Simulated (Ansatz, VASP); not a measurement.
# One calculation of Ru, two programs

INCAR

```
ALGO = Normal
EDIFF = 1E-6
ENCUT = 520
GGA = PS
ISIF = 2
ISMEAR = -1
LASPH = T
LCHARG = F
LREAL = F
LWAVE = F
NBANDS = 21
NELM = 60
PREC = Accurate
SIGMA = 0.03
```

KPOINTS

```
k-points
0
Gamma
  14 14 8
```

The input POSCAR:

```
Ru
1.0
    2.7869733142      0.0000000000      0.0000000000
   -1.3934866571      2.4135896898      0.0000000000
    0.0000000000      0.0000000000      4.2819000000
Ru
2
Direct
    0.3333333333      0.6666666667      0.2500000000
    0.6666666667      0.3333333333      0.7500000000
```

Input for Ansatz:

```yaml
crystal:
  lattice:
    - [2.7869733142, 0.0, 0.0]
    - [-1.3934866571, 2.4135896898, 0.0]
    - [0.0, 0.0, 4.2819]
  atoms:
    - { symbol: Ru, position: [0.3333333333, 0.6666666667, 0.25] }
    - { symbol: Ru, position: [0.6666666667, 0.3333333333, 0.75] }
kpoints:
  mp_grid: { grid: [14, 14, 8] }
  band_path:
    path:
      - [0.0, 0.0, 0.0]
      - [0.5, 0.0, 0.0]
      - [0.3333333333, 0.3333333333, 0.0]
      - [0.0, 0.0, 0.0]
      - [0.0, 0.0, 0.5]
      - [0.5, 0.0, 0.5]
      - [0.3333333333, 0.3333333333, 0.5]
      - [0.0, 0.0, 0.5]
      - [0.5, 0.0, 0.5]
    npoints: 5
scf:
  occupations: { method: fermi_dirac, width: 0.03 }
hamiltonian:
  xc: pbesol
  pseudopotentials: { kind: all_electron, lapw: { basis_error: 0.0005 } }
output:
  forces: true
  stress: true
  eigenvalues: true
```

Change from the starting cell: equal xx and yy strain of +3 %.

Alike in both runs: task single point; functional PBEsol; k mesh 14 × 14 × 8; occupations fermi-dirac, width 0.03 eV; no spin polarisation.

|  | VASP | Ansatz |
| --- | --- | --- |
| version | VASP 6.6.1 | Ansatz 0.2.0 |
| potentials or method | VASP PAW PBE potentials, release 64 (Ru_pv), cutoff 520 eV | all-electron LAPW, scalar-relativistic |

|  | VASP | Ansatz | Ansatz less VASP |
| --- | --- | --- | --- |
| pressure (GPa) | -21.9 | -21.9 | +0.05 |
| traceless stress, the component that is largest in VASP (GPa) | 5.64 | 5.64 | 0.000 |

VASP's potentials were made for PBE, not for PBEsol. Ansatz ran all-electron here, and VASP with PAW potentials.
